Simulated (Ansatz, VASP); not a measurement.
# Two plane-wave programs on Nb

```
Nb
1.0
    -1.62402    1.62402    1.62402
     1.62402   -1.62402    1.62402
     1.62402    1.62402   -1.62402
Nb
1
Direct
  0.00000 0.00000 0.00000
```

Alike in both runs: functional LDA; k mesh 26 × 26 × 26; occupations gaussian, width 0.1 eV; no spin polarisation.

Ansatz relaxed the structure, and its values are those at the end. VASP's run is a single point on that final structure, the one shown.

```csv
,VASP,Ansatz
version,VASP 6.6.1,Ansatz 0.2.0
potentials or method,"VASP PAW LDA potentials, release 64 (Nb_sv), cutoff 520 eV","scalar-relativistic, plane waves, PAW"
valence electrons in the cell,13,13
```

VASP gave:

```
gap on the k mesh at the Fermi level (eV) : none
pressure (GPa)                            : -0.2
```

Task: Estimate Ansatz's values.

Result: gap on the k mesh at the Fermi level (eV): none; pressure (GPa): 0.0.

Ansatz warns that its potentials were made for another functional, while VASP's fit it. LDA's correlation is that of Perdew and Zunger in VASP and of Perdew and Wang (1992) in Ansatz. A gap of «none» marks a metal or a gap that the smearing closes.
